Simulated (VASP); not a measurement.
Ti, 1 atom in the cell. Symmetry: Im-3m, No. 229, cubic system. Conventional cell: a = 3.071 Å, b = 3.071 Å, c = 3.071 Å, α = 90.00°, β = 90.00°, γ = 90.00°. Ti (site symmetry m-3m) has 14 Ti at 2.66 to 3.07 Å within 3.5 Å.  This cell differs from its parent crystal: volume 14.488 Å^3 an atom, c/a of the conventional cell 1.0000.

```yaml
Program: VASP 6.6.1
Task: single point
Functional: PBE
Potentials_or_basis: VASP PAW PBE potentials, release 64 (Ti_sv)
Cutoff: 520 eV
k_mesh: 22 × 22 × 22
Occupations: gaussian, width 0.15 eV
Spin: no spin polarisation
Dipole_correction: no
Further_INCAR_settings: ALGO = Normal; EDIFF = 1e-07; NBANDS = 12
```

Potentials or basis: VASP PAW PBE potentials, release 64 (Ti_sv).

Command:

```sh
$ cat potpaw_PBE.64/Ti_sv/POTCAR > POTCAR
$ mpirun -np 1 vasp_std > vasp.out
```

Hardware: 1 thread of Intel Xeon 6975P-C (shared host).

Estimate the wall time of this run.

Run time: 42 s on 1 thread of Intel Xeon 6975P-C, on a shared host, peak memory 0.17 GiB. Counts: scf iterations 14, k points 328.
